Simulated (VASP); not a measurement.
# Al16Cl in VASP: notebook

The runs below take Al16Cl through single point, with PBE.

Everything below comes from runs of VASP 6.6.1. Logs are shortened: lines on timing, memory, paths and dates and some standing lists are left out, and cuts for length are marked.

## Step 1: The cell of the first run

The cell holds a slab with vacuum, 17 atoms: a = 5.714 Å, b = 8.080 Å, c = 19.743 Å, α = 90.00°, β = 90.00°, γ = 90.00°.

## Step 2: Single point, PBE

Input file INCAR:

```
SYSTEM = Al16Cl
PREC = Accurate ; ENCUT = 520
EDIFF = 1E-7 ; ISMEAR = 0
SIGMA = 0.1 ; LREAL = Auto
LASPH = .True. ; NELM = 100
ALGO = Normal ; ISIF = 2
LWAVE = .False. ; LCHARG = .False.
LDIPOL = .True. ; IDIPOL = 3
DIPOL = 0.5 0.5 0.324 ; GGA = PE
NBANDS = 42
```

Input file KPOINTS:

```
regular mesh
0
Gamma
  5 4 1
  0 0 0
```

Input file POSCAR:

```
Al16Cl
1.0
    5.7135165838      0.0000000000      0.0000000000
    0.0000000000      8.0801326417      0.0000000000
    0.0000000000      0.0000000000     19.7432787023
Al Cl
16 1
Direct
    0.2500000000      0.2500000000      0.2026005944
    0.2500000000      0.7500000000      0.2026005944
    0.7500000000      0.2500000000      0.2026005944
    0.7500000000      0.7500000000      0.2026005944
    0.0000000000      0.0000000000      0.2749482104
    0.0000000000      0.5000000000      0.2749482104
    0.5000000000      0.0000000000      0.2749482104
    0.5000000000      0.5000000000      0.2749482104
    0.2500000000      0.2500000000      0.3495466405
    0.2500000000      0.7500000000      0.3495466405
    0.7500000000      0.2500000000      0.3495466405
    0.7500000000      0.7500000000      0.3495466405
    0.0000000000      0.0000000000      0.4175232912
    0.0000000000      0.5000000000      0.4175232912
    0.5000000000      0.0000000000      0.4175232912
    0.5000000000      0.5000000000      0.4175232912
    0.0000000000      0.0500000000      0.5258745055
```

Potentials or basis: VASP PAW PBE potentials, release 64 (Al, Cl).

Command:

```bash
$ cat potpaw_PBE.64/Al/POTCAR potpaw_PBE.64/Cl/POTCAR > POTCAR
$ mpirun -np 1 vasp_std > vasp.out
```

OUTCAR:

```text
SYSTEM = Al16Cl
   PREC = Accurate
   ENCUT = 520
   EDIFF = 1E-7
   ISMEAR = 0
   LREAL = Auto
   LASPH = .True.
   NELM = 100
   ISIF = 2
   GGA = PE

 ion  position               nearest neighbor table
   1  0.250  0.250  0.203-   3 2.86   3 2.86   6 2.86   7 2.86   8 2.86   5 2.86   9 2.90
   2  0.250  0.750  0.203-   4 2.86   4 2.86   6 2.86   7 2.86   8 2.86   5 2.86  10 2.90
   3  0.750  0.250  0.203-   1 2.86   1 2.86   6 2.86   7 2.86   8 2.86   5 2.86  11 2.90
   4  0.750  0.750  0.203-   2 2.86   2 2.86   6 2.86   7 2.86   8 2.86   5 2.86  12 2.90
   5  0.000  0.000  0.275-  13 2.81   7 2.86   7 2.86   4 2.86   1 2.86   2 2.86   3 2.86  11 2.88
                            12 2.88   9 2.88  10 2.88
   6  0.000  0.500  0.275-  14 2.81   8 2.86   8 2.86   4 2.86   1 2.86   2 2.86   3 2.86  11 2.88
                            12 2.88   9 2.88  10 2.88
   7  0.500  0.000  0.275-  15 2.81   5 2.86   5 2.86   4 2.86   1 2.86   2 2.86   3 2.86  11 2.88
                            12 2.88   9 2.88  10 2.88
   8  0.500  0.500  0.275-  16 2.81   6 2.86   6 2.86   4 2.86   1 2.86   2 2.86   3 2.86  11 2.88
                            12 2.88   9 2.88  10 2.88
   9  0.250  0.250  0.350-  13 2.81  14 2.81  15 2.81  16 2.81  11 2.86  11 2.86   7 2.88   8 2.88
                             5 2.88   6 2.88   1 2.90
  10  0.250  0.750  0.350-  13 2.81  14 2.81  15 2.81  16 2.81  12 2.86  12 2.86   7 2.88   8 2.88
                             5 2.88   6 2.88   2 2.90
  11  0.750  0.250  0.350-  13 2.81  14 2.81  15 2.81  16 2.81   9 2.86   9 2.86   7 2.88   8 2.88
[... 5 lines left out ...]
  14  0.000  0.500  0.418-   9 2.81  10 2.81  11 2.81  12 2.81   6 2.81  16 2.86  16 2.86
  15  0.500  0.000  0.418-   9 2.81  10 2.81  11 2.81  12 2.81   7 2.81  13 2.86  13 2.86
  16  0.500  0.500  0.418-   9 2.81  10 2.81  11 2.81  12 2.81   8 2.81  14 2.86  14 2.86
  17  0.000  0.050  0.526-  13 2.18

  LATTYP: Found a simple orthorhombic cell.
 ALAT       =     5.7135165838
 B/A-ratio  =     1.4142135624
 C/A-ratio  =     3.4555388810

  Lattice vectors:

 A1 = (   5.7135165838,   0.0000000000,   0.0000000000)
 A2 = (   0.0000000000,   8.0801326417,   0.0000000000)
 A3 = (   0.0000000000,   0.0000000000,  19.7432787023)

Analysis of symmetry for initial positions (statically):
=====================================================================
 Subroutine PRICEL returns:
 Original cell was already a primitive cell.

 Routine SETGRP: Setting up the symmetry group for a
 simple orthorhombic supercell.

 Subroutine GETGRP returns: Found  2 space group operations
 (whereof  2 operations were pure point group operations)
 out of a pool of  8 trial point group operations.

The static configuration has the point symmetry C_1h.

Analysis of symmetry for dynamics (positions and initial velocities):
=====================================================================
 Subroutine PRICEL returns:
 Original cell was already a primitive cell.

 Routine SETGRP: Setting up the symmetry group for a
 simple orthorhombic supercell.

 Subroutine GETGRP returns: Found  2 space group operations
 (whereof  2 operations were pure point group operations)
 out of a pool of  8 trial point group operations.

The dynamic configuration has the point symmetry C_1h.

 Subroutine INISYM returns: Found  2 space group operations
 (whereof  2 operations are pure point group operations),
 and found     1 'primitive' translations

----------------------------------------------------------------------------------------

                                     Primitive cell

  volume of cell :     911.4676

  direct lattice vectors                    reciprocal lattice vectors
     5.713516584  0.000000000  0.000000000     0.175023558  0.000000000  0.000000000
     0.000000000  8.080132642  0.000000000     0.000000000  0.123760345  0.000000000
     0.000000000  0.000000000 19.743278702     0.000000000  0.000000000  0.050650149

  length of vectors
     5.713516584  8.080132642 19.743278702     0.175023558  0.123760345  0.050650149

  position of ions in fractional coordinates (direct lattice)
     0.250000000  0.250000000  0.202600594
     0.250000000  0.750000000  0.202600594
     0.750000000  0.250000000  0.202600594
     0.750000000  0.750000000  0.202600594
     0.000000000  0.000000000  0.274948210
     0.000000000  0.500000000  0.274948210
[... 9 lines left out ...]
     0.500000000  0.500000000  0.417523291
     0.000000000  0.050000000  0.525874505

  ion indices of the primitive-cell ions
   primitive index   ion index
                 1           1
                 2           2
                 3           3
                 4           4
                 5           5
                 6           6
[... 9 lines left out ...]
                16          16
                17          17

----------------------------------------------------------------------------------------

 KPOINTS: regular mesh

Automatic generation of k-mesh.
 Grid dimensions read from file:
 generate k-points for:    5    4    1

 Generating k-lattice:

  Cartesian coordinates                     Fractional coordinates (reciprocal lattice)
     0.035004712  0.000000000  0.000000000     0.200000000  0.000000000  0.000000000
     0.000000000  0.030940086  0.000000000     0.000000000  0.250000000  0.000000000
     0.000000000  0.000000000  0.050650149     0.000000000  0.000000000  1.000000000

  Length of vectors
     0.035004712  0.030940086  0.050650149

  Shift w.r.t. Gamma in fractional coordinates (k-lattice)
     0.000000000  0.000000000  0.000000000

 Subroutine IBZKPT returns following result:
 ===========================================

 Found      9 irreducible k-points:

 Following reciprocal coordinates:
            Coordinates               Weight
  0.000000  0.000000  0.000000      1.000000
  0.200000  0.000000  0.000000      2.000000
  0.400000  0.000000  0.000000      2.000000
  0.000000  0.250000  0.000000      2.000000
  0.200000  0.250000  0.000000      4.000000
  0.400000  0.250000  0.000000      4.000000
  0.000000  0.500000  0.000000      1.000000
  0.200000  0.500000  0.000000      2.000000
  0.400000  0.500000  0.000000      2.000000
   k-points           NKPTS =      9   k-points in BZ     NKDIM =      9   number of bands    NBANDS=     42
   number of dos      NEDOS =    301   number of ions     NIONS =     17
   total plane-waves  NPLWV = 378000
   dimension x,y,z NGX =    42 NGY =   60 NGZ =  150
   dimension x,y,z NGXF=    84 NGYF=  120 NGZF=  300
   ions per type =              16   1
   NGX,Y,Z   is equivalent  to a cutoff of  12.22, 12.34, 12.63 a.u.
   NGXF,Y,Z  is equivalent  to a cutoff of  24.44, 24.69, 25.26 a.u.
 SYSTEM =  Al16Cl
   PREC   = accura    normal or accurate (medium, high low for compatibility)
   ISTART =      0    job   : 0-new  1-cont  2-samecut
   ICHARG =      2    charge: 1-file 2-atom 10-const
   ISPIN  =      1    spin polarized calculation?
   LNONCOLLINEAR =      F non collinear calculations
   LSORBIT =      F    spin-orbit coupling
   LASPH  =      T    aspherical Exc in radial PAW
   ENCUT  =  520.0 eV  38.22 Ry    6.18 a.u.  10.62 15.02 36.71*2*pi/ulx,y,z
   NELM   =    100;   NELMIN=  2; NELMDL= -5     # of ELM steps
   EDIFF  = 0.1E-06   stopping-criterion for ELM
   LREAL  =      T    real-space projection
   EDIFFG = 0.1E-05   stopping-criterion for IOM
   NSW    =      0    number of steps for IOM
   IBRION =     -1    ionic relax: 0-MD 1-quasi-New 2-CG
   NFREE  =      0    steps in history (QN), initial steepest desc. (CG)
   ISIF   =      2    stress and relaxation
   ISYM   =      2    0-nonsym 1-usesym 2-fastsym
   POTIM  = 0.5000    time-step for ionic-motion
   TEBEG  =    0.0;   TEEND  =   0.0 temperature during run
   PSTRESS=    0.0 pullay stress
   NELECT =      55.0000    total number of electrons
   NUPDOWN=      -1.0000    fix difference up-down
   EMIN   =  10.00;   EMAX   =-10.00  energy-range for DOS
   EFERMI =   0.00;   METHOD = LEGACY
   ISMEAR =     0;   SIGMA  =   0.10  broadening in eV -4-tet -1-fermi 0-gaus
   EFERMI_NEDOS =   21; number of points for ismear=-14 and -15
   IALGO  =     38    algorithm
   IMIX   =      4    mixing-type and parameters
     AMIX     =   0.40;   BMIX     =  1.00
     AMIX_MAG =   1.60;   BMIX_MAG =  1.00
  volume/ion in A,a.u.               =      53.62       361.82
  Fermi-wavevector in a.u.,A,eV,Ry     =   0.642119  1.213428  5.609905  0.412316
  Thomas-Fermi vector in A             =   1.708683
   LORBIT       =      0    0 simple, 1 ext, 2 COOP (PROOUT), +10 PAW based schemes
   GGA     = PE    functional components
   LHFCALC =     F    Hartree Fock is set to
   AEXX    =    0.0000 exact exchange contribution
   IVDW    =     0    specifies the selected vdW correction
   LEPSILON=     F    determine dielectric tensor
   LRPA    =     F    only Hartree local field effects (RPA)
 non-spin polarized calculation
 Gauss-broadening in eV      SIGMA  =   0.10
  energy-cutoff  :      520.00
  volume of cell :      911.47
 maximum number of plane-waves:     24626
   NGX = 21   NGY = 31   NGZ = 73

 dipolmoment           0.000000      0.000000     -0.115517 electrons x Angstroem

 number of electron      55.0000001 magnetization

 dipolmoment           0.000000      0.000000      0.228458 electrons x Angstroem

 Free energy of the ion-electron system (eV)
  ---------------------------------------------------
  ext. energy  EPLUGINS =         0.00000000
  ---------------------------------------------------
  free energy    TOTEN  =       -58.53377783 eV

  energy without entropy =      -58.49449768  energy(sigma->0) =      -58.51413775

 E-fermi :  -0.6256     XC(G=0):  -4.2147

 val. band max:       -0.6393417907   @ k =   0.2000   0.2500   0.0000
 cond. band min:      -0.5409078132   @ k =   0.4000   0.5000   0.0000
 fundamental gap:      0.0984339775
 Fermi energy:        -0.6256042129

 k-point     1 :       0.0000    0.0000    0.0000
  band No.  band energies     occupation
      1     -15.9355      2.00000
      2     -10.8461      2.00000
      3      -8.6759      2.00000
      4      -8.6000      2.00000
      5      -8.4211      2.00000
      6      -6.4957      2.00000
[... 367 lines left out ...]
     38       2.0515      0.00000
     39       2.1636      0.00000
 [bands above 39 left out]

------------------------ aborting loop because EDIFF is reached ----------------------------------------

 vacuum level on the upper side and lower side of the slab       (xc-potential included)         0.419        -0.454

  FORCE on cell =-STRESS in cart. coord.  units (eV):
  Direction    XX          YY          ZZ          XY          YZ          ZX
  --------------------------------------------------------------------------------------
  -------------------------------------------------------------------------------------
  Total      -12.2825997     -3.4794836     -0.7072570      0.0000000     -0.1950420      0.0000000
  in kB      -21.5903470     -6.1162343     -1.2432160      0.0000000     -0.3428446      0.0000000
  external PRESSURE =      -9.6499324 kB  Pullay stress =       0.0000000 kB

 VOLUME and BASIS-vectors are now :
 -----------------------------------------------------------------------------
  energy-cutoff  :      520.00
  volume of cell :      911.47
      direct lattice vectors                 reciprocal lattice vectors
     5.713516584  0.000000000  0.000000000     0.175023558  0.000000000  0.000000000
     0.000000000  8.080132642  0.000000000     0.000000000  0.123760345  0.000000000
     0.000000000  0.000000000 19.743278702     0.000000000  0.000000000  0.050650149

 POSITION                                       TOTAL-FORCE (eV/Angst)
 -----------------------------------------------------------------------------------
      1.42838      2.02003      4.00000        -0.018404      0.003458      0.207242
      1.42838      6.06010      4.00000         0.015856     -0.016646      0.201837
      4.28514      2.02003      4.00000         0.018404      0.003458      0.207242
      4.28514      6.06010      4.00000        -0.015856     -0.016646      0.201837
      0.00000      0.00000      5.42838         0.000000      0.010114     -0.329092
      0.00000      4.04007      5.42838         0.000000      0.003523     -0.184987
[... 9 lines left out ...]
      2.85676      4.04007      8.24328         0.000000      0.005522      0.016188
      0.00000      0.40401     10.38249         0.000000     -0.087202     -0.019100
 -----------------------------------------------------------------------------------
    total drift:                               -0.000000     -0.000169      0.001114

  FREE ENERGIE OF THE ION-ELECTRON SYSTEM (eV)
  ---------------------------------------------------
  free  energy   TOTEN  =       -58.5337778272 eV

  energy  without entropy=      -58.4944976758  energy(sigma->0) =      -58.51413775

 vacuum level on the upper side and lower side of the slab         4.368         3.454
```

Wall time 16 min (1 thread of Intel Xeon 8259CL, shared host); peak memory 0.83 GiB.

Results:

- Free energy: -58.5338 eV
- Largest force: 0.395 eV/Å
- Band gap on the k mesh: zero (an odd number of electrons rules out a gap without spin polarisation)

Forces in eV/Å, atoms in the order of the input:
```
Al  -0.018  0.003  0.207
Al   0.016 -0.017  0.202
Al   0.018  0.003  0.207
Al  -0.016 -0.017  0.202
Al   0.000  0.010 -0.329
Al   0.000  0.004 -0.185
Al   0.000 -0.022 -0.234
Al   0.000  0.007 -0.193
Al   0.058 -0.041 -0.066
Al   0.056  0.087  0.014
Al  -0.058 -0.041 -0.066
Al  -0.056  0.087  0.014
Al   0.000  0.066  0.390
Al   0.000 -0.005  0.045
Al   0.000 -0.045 -0.205
Al   0.000  0.006  0.016
Cl   0.000 -0.087 -0.019
```

[end of part 1 of 2]

The gap in the log of VASP goes by the Fermi energy; the results here count the filled bands.